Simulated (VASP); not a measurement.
Input of a VASP 6.6.1 run:

Contents of POSCAR:

```
W
1.0
    0.0000000000     -2.0300000000     -2.0300000000
    0.0000000000      2.0300000000     -2.0300000000
    4.0600000000      0.0000000000      0.0000000000
W
2
Direct
    0.5087082116      0.5000000000      0.5000000000
   -0.0087082116      0.0000000000      0.0000000000
```

Contents of INCAR.step1:

```
PREC = Accurate
ENCUT = 550
ISMEAR = 0
SIGMA = 0.15
LREAL = F
LASPH = T
NELM = 120
NBANDS = 21
GGA = PE
ALGO = Normal
EDIFF = 1E-5
LWAVE = T
LCHARG = F
GGA_COMPAT = F
```

The input INCAR.step2:

```
PREC = Accurate
ENCUT = 550
EDIFF = 1E-6
ISMEAR = 0
SIGMA = 0.15
LREAL = F
LASPH = T
NELM = 120
ALGO = Normal
ISIF = 2
LWAVE = F
LCHARG = F
METAGGA = R2SCAN
LMIXTAU = T
NBANDS = 21
ISTART = 1
GGA_COMPAT = F
```

KPOINTS

```
regular mesh
0
Gamma
  16 16 12
```

Potentials or basis: VASP PAW PBE potentials, release 64 (W_sv).

Run with:

```console
$ cat potpaw_PBE.64/W_sv/POTCAR > POTCAR
$ cp INCAR.step1 INCAR
$ mpirun -np 1 vasp_std > vasp.out
$ cp INCAR.step2 INCAR
$ mpirun -np 1 vasp_std > vasp.out
```

**Question.** Predict the band gap on the k mesh.

**Answer.** Zero (bands 14 and 15 overlap by 3.30 eV).

**Question.** Predict the pressure.

**Answer.** -7.9 GPa.

**Question.** What does it give for the largest force?

**Answer.** 0.141 eV/Å.

Stress tensor (GPa, compression positive):
```
-7.59  0.00  0.00
 0.00 -7.99 -0.44
 0.00 -0.44 -7.99
```

Caveat: the cell differs from its parent crystal (atoms displaced along a vibrational mode); the cell stands under tension; the PAW data sets were made with another functional, which shifts forces and pressure a little; spin-orbit coupling is left out, which moves the levels of the heavy elements.
